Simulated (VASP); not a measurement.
Input of a VASP 6.6.1 run:

INCAR

```
  PREC = Accurate
  ENCUT = 500
  EDIFF = 1E-6
  ISMEAR = 0
  SIGMA = 0.1
  LREAL = False
  LASPH = True
  NELM = 120
  ALGO = Normal
  ISIF = 2
  LWAVE = False
  LCHARG = True
  GGA = PE
  LELF = True
  LVHAR = True
  NBANDS = 22
  GGA_COMPAT = False
```

File KPOINTS:

```
Automatic mesh
0
Gamma
  6 6 8
```

File POSCAR:

```
Rh
1.0
    4.2662804299      0.0000000000      0.0000000000
   -2.1331402150      3.6947072320      0.0000000000
    0.0000000000      0.0000000000      2.4850426171
Rh
2
Direct
    0.3333333333      0.6666666667      0.5000000000
    0.6666666667      0.3333333333      0.5000000000
```

Potentials or basis: VASP PAW PBE potentials, release 64 (Rh_pv).

Launch:

```console
$ cat potpaw_PBE.64/Rh_pv/POTCAR > POTCAR
$ mpirun -np 1 vasp_std > vasp.out
```

Question: What does it give for the pressure?

Answer: 0.0 GPa.

Question: Estimate the band gap on the k mesh.

Answer: Zero (band 15 reaches 7.68 eV, above the bottom of band 16 at 6.17 eV).

Stress tensor (GPa, compression positive):
```
-0.06  0.00  0.00
 0.00 -0.06  0.00
 0.00  0.00  0.22
```
